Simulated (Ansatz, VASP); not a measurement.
## Two plane-wave programs on Ti

INCAR

```
ALGO = Fast
EDIFF = 1E-7
ENCUT = 520
GGA = PS
ISIF = 2
ISMEAR = 0
LASPH = T
LCHARG = F
LREAL = F
LWAVE = F
NBANDS = 12
NELM = 80
PREC = Accurate
SIGMA = 0.15
```

The input KPOINTS:

```
k-points
0
Gamma
  20 20 20
```

POSCAR

```
Ti
1.0
   -1.7271525000      1.7271525000      1.6410000000
    1.7271525000     -1.7271525000      1.6410000000
    1.7271525000      1.7271525000     -1.6410000000
Ti
1
Direct
    0.0000000000      0.0000000000      0.0000000000
```

Input for Ansatz:

```yaml
crystal:
  lattice:
    - [-1.7271525, 1.7271525, 1.641]
    - [1.7271525, -1.7271525, 1.641]
    - [1.7271525, 1.7271525, -1.641]
  atoms:
    - { symbol: Ti, position: [0.0, 0.0, 0.0] }
basis:
  ecutwfc: 420
kpoints:
  mp_grid: { grid: [20, 20, 20] }
hamiltonian:
  xc: pbesol
scf:
  occupations: { method: gaussian, width: 0.15 }
output:
  forces: true
  stress: true
  eigenvalues: true
```

Change from the starting cell: strain +0.0525 x Voigt [1, 1, 0, 0, 0, 0], atoms carried along.

Alike in both runs: task single point; functional PBEsol; k mesh 20 × 20 × 20; occupations gaussian, width 0.15 eV; no spin polarisation.

|  | VASP | Ansatz |
| --- | --- | --- |
| version | VASP 6.6.1 | Ansatz 0.2.0 |
| potentials or method | VASP PAW PBE potentials, release 64 (Ti_sv), cutoff 520 eV | scalar-relativistic, plane waves, PAW |
| valence electrons in the cell | 12 | 12 |

```csv
,VASP,Ansatz,Ansatz less VASP
gap on the k mesh at the Fermi level (eV),none,none,-
pressure (GPa),-14.2,-14.2,+0.07
"traceless stress, the component that is largest in VASP (GPa)",-1.08,-1.08,-0.003
```

VASP's potentials were made for PBE, not for PBEsol. A gap of «none» marks a metal or a gap that the smearing closes.
